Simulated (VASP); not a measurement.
# RbBr (P4/mmm) in VASP: a series of runs

The runs below take RbBr through single point, with PBEsol.

All numbers are computed with VASP 6.6.1; they aren't measurements. Logs are shortened: lines on timing, memory, paths and dates and some standing lists are left out, and cuts for length are marked.

## 1. The cell of the first run

Symmetry: P4/mmm, No. 123, tetragonal system. The conventional cell has a = 3.920 Å, b = 3.920 Å, c = 4.229 Å, α = 90.00°, β = 90.00°, γ = 90.00°. Rb (site symmetry 4/mmm) has 8 Br at 3.49 Å and 6 Rb at 3.92 to 4.23 Å within 4.6 Å. Within 4.6 Å of Br (site symmetry 4/mmm) lie 8 Rb at 3.49 Å and 6 Br at 3.92 to 4.23 Å.

## 2. Single point, PBEsol (strain -0.050 along x and y, +0.025 along z)

File INCAR:

```
SYSTEM = RbBr
  PREC = Accurate
  ENCUT = 520
  EDIFF = 1E-6
  ISMEAR = 0
  SIGMA = 0.05
  LREAL = .False.
  LASPH = .True.
  NELM = 80
  ALGO = Normal
  ISIF = 2
  LWAVE = .False.
  LCHARG = .False.
  GGA = PS
  NBANDS = 15
```

File KPOINTS:

```
regular mesh
0
Gamma
  6 6 6
  0 0 0
```

File POSCAR:

```
RbBr
1.0
    3.9197734350      0.0000000000      0.0000000000
    0.0000000000      3.9197734350      0.0000000000
    0.0000000000      0.0000000000      4.2292292325
Rb Br
1 1
Direct
    0.0000000000      0.0000000000      0.0000000000
    0.5000000000      0.5000000000      0.5000000000
```

Potentials or basis: VASP PAW PBE potentials, release 64 (Rb_sv, Br).

Command:

```console
> cat potpaw_PBE.64/Rb_sv/POTCAR potpaw_PBE.64/Br/POTCAR > POTCAR
> mpirun -np 1 vasp_std > vasp.out
```

OUTCAR:

```text
SYSTEM = RbBr
   PREC = Accurate
   ENCUT = 520
   EDIFF = 1E-6
   ISMEAR = 0
   LREAL = .False.
   LASPH = .True.
   NELM = 80
   ISIF = 2
   GGA = PS

 ion  position               nearest neighbor table
   1  0.000  0.000  0.000-   2 3.49   2 3.49   2 3.49   2 3.49   2 3.49   2 3.49   2 3.49   2 3.49

   2  0.500  0.500  0.500-   1 3.49   1 3.49   1 3.49   1 3.49   1 3.49   1 3.49   1 3.49   1 3.49

  LATTYP: Found a simple tetragonal cell.
 ALAT       =     3.9197734350
 C/A-ratio  =     1.0789473684

  Lattice vectors:

 A1 = (   3.9197734350,   0.0000000000,   0.0000000000)
 A2 = (   0.0000000000,   3.9197734350,   0.0000000000)
 A3 = (   0.0000000000,   0.0000000000,   4.2292292325)

Analysis of symmetry for initial positions (statically):
=====================================================================
 Subroutine PRICEL returns:
 Original cell was already a primitive cell.

 Routine SETGRP: Setting up the symmetry group for a
 simple tetragonal supercell.

 Subroutine GETGRP returns: Found 16 space group operations
 (whereof 16 operations were pure point group operations)
 out of a pool of 16 trial point group operations.

The static configuration has the point symmetry D_4h.

Analysis of symmetry for dynamics (positions and initial velocities):
=====================================================================
 Subroutine PRICEL returns:
 Original cell was already a primitive cell.

 Routine SETGRP: Setting up the symmetry group for a
 simple tetragonal supercell.

 Subroutine GETGRP returns: Found 16 space group operations
 (whereof 16 operations were pure point group operations)
 out of a pool of 16 trial point group operations.

The dynamic configuration has the point symmetry D_4h.

 Subroutine INISYM returns: Found 16 space group operations
 (whereof 16 operations are pure point group operations),
 and found     1 'primitive' translations

----------------------------------------------------------------------------------------

                                     Primitive cell

  volume of cell :      64.9805

  direct lattice vectors                    reciprocal lattice vectors
     3.919773435  0.000000000  0.000000000     0.255116786  0.000000000  0.000000000
     0.000000000  3.919773435  0.000000000     0.000000000  0.255116786  0.000000000
     0.000000000  0.000000000  4.229229232     0.000000000  0.000000000  0.236449704

  length of vectors
     3.919773435  3.919773435  4.229229232     0.255116786  0.255116786  0.236449704

  position of ions in fractional coordinates (direct lattice)
     0.000000000  0.000000000  0.000000000
     0.500000000  0.500000000  0.500000000

  ion indices of the primitive-cell ions
   primitive index   ion index
                 1           1
                 2           2

----------------------------------------------------------------------------------------

 KPOINTS: regular mesh

Automatic generation of k-mesh.
 Grid dimensions read from file:
 generate k-points for:    6    6    6

 Generating k-lattice:

  Cartesian coordinates                     Fractional coordinates (reciprocal lattice)
     0.042519464  0.000000000  0.000000000     0.166666667  0.000000000  0.000000000
     0.000000000  0.042519464  0.000000000     0.000000000  0.166666667  0.000000000
     0.000000000  0.000000000  0.039408284     0.000000000  0.000000000  0.166666667

  Length of vectors
     0.042519464  0.042519464  0.039408284

  Shift w.r.t. Gamma in fractional coordinates (k-lattice)
     0.000000000  0.000000000  0.000000000

 Subroutine IBZKPT returns following result:
 ===========================================

 Found     40 irreducible k-points:

 Following reciprocal coordinates:
            Coordinates               Weight
  0.000000  0.000000  0.000000      1.000000
  0.166667  0.000000  0.000000      4.000000
  0.333333  0.000000  0.000000      4.000000
  0.500000  0.000000  0.000000      2.000000
  0.166667  0.166667  0.000000      4.000000
  0.333333  0.166667  0.000000      8.000000
[... 16 lines left out ...]
  0.333333  0.000000  0.333333      8.000000
  0.500000  0.000000  0.333333      4.000000
 [... further k-points ...]
   k-points           NKPTS =     40   k-points in BZ     NKDIM =     40   number of bands    NBANDS=     15
   number of dos      NEDOS =    301   number of ions     NIONS =      2
   total plane-waves  NPLWV =  28800
   dimension x,y,z NGX =    30 NGY =   30 NGZ =   32
   dimension x,y,z NGXF=    60 NGYF=   60 NGZF=   64
   ions per type =               1   1
   NGX,Y,Z   is equivalent  to a cutoff of  12.72, 12.72, 12.58 a.u.
   NGXF,Y,Z  is equivalent  to a cutoff of  25.45, 25.45, 25.16 a.u.
 SYSTEM =  RbBr
   PREC   = accura    normal or accurate (medium, high low for compatibility)
   ISTART =      0    job   : 0-new  1-cont  2-samecut
   ICHARG =      2    charge: 1-file 2-atom 10-const
   ISPIN  =      1    spin polarized calculation?
   LNONCOLLINEAR =      F non collinear calculations
   LSORBIT =      F    spin-orbit coupling
   LASPH  =      T    aspherical Exc in radial PAW
   ENCUT  =  520.0 eV  38.22 Ry    6.18 a.u.   7.29  7.29  7.86*2*pi/ulx,y,z
   NELM   =     80;   NELMIN=  2; NELMDL= -5     # of ELM steps
   EDIFF  = 0.1E-05   stopping-criterion for ELM
   LREAL  =      F    real-space projection
   EDIFFG = 0.1E-04   stopping-criterion for IOM
   NSW    =      0    number of steps for IOM
   IBRION =     -1    ionic relax: 0-MD 1-quasi-New 2-CG
   NFREE  =      0    steps in history (QN), initial steepest desc. (CG)
   ISIF   =      2    stress and relaxation
   ISYM   =      2    0-nonsym 1-usesym 2-fastsym
   POTIM  = 0.5000    time-step for ionic-motion
   TEBEG  =    0.0;   TEEND  =   0.0 temperature during run
   PSTRESS=    0.0 pullay stress
   NELECT =      16.0000    total number of electrons
   NUPDOWN=      -1.0000    fix difference up-down
   EMIN   =  10.00;   EMAX   =-10.00  energy-range for DOS
   EFERMI =   0.00;   METHOD = LEGACY
   ISMEAR =     0;   SIGMA  =   0.05  broadening in eV -4-tet -1-fermi 0-gaus
   EFERMI_NEDOS =   21; number of points for ismear=-14 and -15
   IALGO  =     38    algorithm
   IMIX   =      4    mixing-type and parameters
     AMIX     =   0.40;   BMIX     =  1.00
     AMIX_MAG =   1.60;   BMIX_MAG =  1.00
  volume/ion in A,a.u.               =      32.49       219.26
  Fermi-wavevector in a.u.,A,eV,Ry     =   1.026094  1.939036 14.325148  1.052869
  Thomas-Fermi vector in A             =   2.159969
   LORBIT       =      0    0 simple, 1 ext, 2 COOP (PROOUT), +10 PAW based schemes
   GGA     = PS    functional components
   LHFCALC =     F    Hartree Fock is set to
   AEXX    =    0.0000 exact exchange contribution
   IVDW    =     0    specifies the selected vdW correction
   LEPSILON=     F    determine dielectric tensor
   LRPA    =     F    only Hartree local field effects (RPA)
 non-spin polarized calculation
 Gauss-broadening in eV      SIGMA  =   0.05
  energy-cutoff  :      520.00
  volume of cell :       64.98
 maximum number of plane-waves:      1770
 NGX is ok and might be reduce to    30
   NGX = 15   NGY = 15   NGZ = 15

 number of electron      16.0000001 magnetization

 Free energy of the ion-electron system (eV)
  ---------------------------------------------------
  ext. energy  EPLUGINS =         0.00000000
  ---------------------------------------------------
  free energy    TOTEN  =        -6.26981103 eV

  energy without entropy =       -6.26981103  energy(sigma->0) =       -6.26981103

 E-fermi :   0.0880     XC(G=0):  -8.4663

 val. band max:       -0.2205177054   @ k =   0.5000   0.0000   0.5000
 cond. band min:       3.7267011398   @ k =   0.0000   0.0000   0.0000
 fundamental gap:      3.9472188452
 Fermi energy:         0.0879973755

 k-point     1 :       0.0000    0.0000    0.0000
  band No.  band energies     occupation
      1     -25.3330      2.00000
      2     -13.1409      2.00000
      3      -9.3599      2.00000
      4      -9.2749      2.00000
      5      -9.2749      2.00000
      6      -0.7718      2.00000
      7      -0.3753      2.00000
      8      -0.3753      2.00000
      9       3.7267      0.00000
     10       4.8946      0.00000
     11       5.1232      0.00000
     12       9.5275      0.00000
     13       9.5275      0.00000
     14      10.2006      0.00000
     15      12.0102      0.00000

 k-point     2 :       0.1667    0.0000    0.0000
  band No.  band energies     occupation
      1     -25.3234      2.00000
      2     -13.1328      2.00000
      3      -9.3480      2.00000
      4      -9.3377      2.00000
      5      -9.2573      2.00000
      6      -1.0255      2.00000
      7      -0.8069      2.00000
      8      -0.3858      2.00000
      9       4.3939      0.00000
     10       5.2353      0.00000
     11       5.8490      0.00000
     12       9.3238      0.00000
     13       9.7145      0.00000
     14       9.8969      0.00000
     15      11.2396      0.00000

 k-point     3 :       0.3333    0.0000    0.0000
  band No.  band energies     occupation
      1     -25.3041      2.00000
      2     -13.1210      2.00000
      3      -9.4740      2.00000
      4      -9.2926      2.00000
      5      -9.2216      2.00000
      6      -1.9776      2.00000
      7      -0.8815      2.00000
      8      -0.4102      2.00000
      9       5.6054      0.00000
     10       6.1183      0.00000
     11       7.3152      0.00000
     12       9.2222      0.00000
     13       9.3336      0.00000
     14       9.5740      0.00000
     15      10.1921      0.00000

 k-point     4 :       0.5000    0.0000    0.0000
  band No.  band energies     occupation
      1     -25.2944      2.00000
      2     -13.1175      2.00000
      3      -9.5271      2.00000
      4      -9.2697      2.00000
      5      -9.2035      2.00000
      6      -2.3670      2.00000
      7      -0.9210      2.00000
      8      -0.4241      2.00000
      9       6.4005      0.00000
     10       6.9199      0.00000
     11       7.8092      0.00000
     12       8.2482      0.00000
     13       9.4611      0.00000
     14       9.5550      0.00000
     15      10.2878      0.00000
[... 307 lines left out ...]
 k-point    22 :       0.1667    0.0000    0.3333
  band No.  band energies     occupation
      1     -25.3107      2.00000
      2     -13.1345      2.00000
      3      -9.4432      2.00000
      4      -9.3179      2.00000
      5      -9.2276      2.00000
      6      -1.8641      2.00000
      7      -0.8565      2.00000
      8      -0.4315      2.00000
      9       5.8628      0.00000
     10       6.1381      0.00000
     11       7.0367      0.00000
     12       8.9530      0.00000
     13       8.9826      0.00000
     14      10.1020      0.00000
     15      10.3421      0.00000

 k-point    23 :       0.3333    0.0000    0.3333
  band No.  band energies     occupation
      1     -25.2924      2.00000
      2     -13.0282      2.00000
      3      -9.6419      2.00000
      4      -9.4517      2.00000
      5      -9.1986      2.00000
      6      -1.6803      2.00000
      7      -1.3470      2.00000
      8      -0.3277      2.00000
      9       5.4202      0.00000
     10       6.3095      0.00000
     11       8.1913      0.00000
     12       8.4325      0.00000
     13       8.9223      0.00000
     14       9.2188      0.00000
     15      10.5899      0.00000

 k-point    24 :       0.5000    0.0000    0.3333
  band No.  band energies     occupation
      1     -25.2832      2.00000
      2     -12.9729      2.00000
      3      -9.7294      2.00000
      4      -9.5270      2.00000
      5      -9.1840      2.00000
      6      -1.8180      2.00000
      7      -1.3133      2.00000
      8      -0.2740      2.00000
      9       5.1832      0.00000
     10       6.2228      0.00000
     11       8.0617      0.00000
     12       8.2949      0.00000
     13       9.0373      0.00000
     14       9.8142      0.00000
     15      11.5131      0.00000

 [... further k-points ...]

------------------------ aborting loop because EDIFF is reached ----------------------------------------

  FORCE on cell =-STRESS in cart. coord.  units (eV):
  Direction    XX          YY          ZZ          XY          YZ          ZX
  --------------------------------------------------------------------------------------
  -------------------------------------------------------------------------------------
  Total        0.6394768      0.6394768     -0.3301115      0.0000000      0.0000000      0.0000000
  in kB       15.7671153     15.7671153     -8.1393191      0.0000000      0.0000000      0.0000000
  external PRESSURE =       7.7983038 kB  Pullay stress =       0.0000000 kB

 VOLUME and BASIS-vectors are now :
 -----------------------------------------------------------------------------
  energy-cutoff  :      520.00
  volume of cell :       64.98
      direct lattice vectors                 reciprocal lattice vectors
     3.919773435  0.000000000  0.000000000     0.255116786  0.000000000  0.000000000
     0.000000000  3.919773435  0.000000000     0.000000000  0.255116786  0.000000000
     0.000000000  0.000000000  4.229229232     0.000000000  0.000000000  0.236449704

 POSITION                                       TOTAL-FORCE (eV/Angst)
 -----------------------------------------------------------------------------------
      0.00000      0.00000      0.00000         0.000000      0.000000      0.000000
      1.95989      1.95989      2.11461         0.000000      0.000000      0.000000
 -----------------------------------------------------------------------------------
    total drift:                                0.000000     -0.000000     -0.000000

  FREE ENERGIE OF THE ION-ELECTRON SYSTEM (eV)
  ---------------------------------------------------
  free  energy   TOTEN  =        -6.2698110274 eV

  energy  without entropy=       -6.2698110274  energy(sigma->0) =       -6.26981103
```

It took 21 s on 1 thread of AMD EPYC 7R13 (Zen 3), shared host; peak memory 0.16 GiB.

What came out:

```yaml
Free_energy: -6.2698 eV
Pressure: 0.8 GPa
Band_gap_on_the_k_mesh: 3.95 eV (least direct gap 4.10 eV)
```

Caveat: the cell differs from its parent crystal (strain -0.050 along x and y, +0.025 along z); the PAW data sets were made with another functional, which shifts forces and pressure a little.

[end of part 1 of 2]
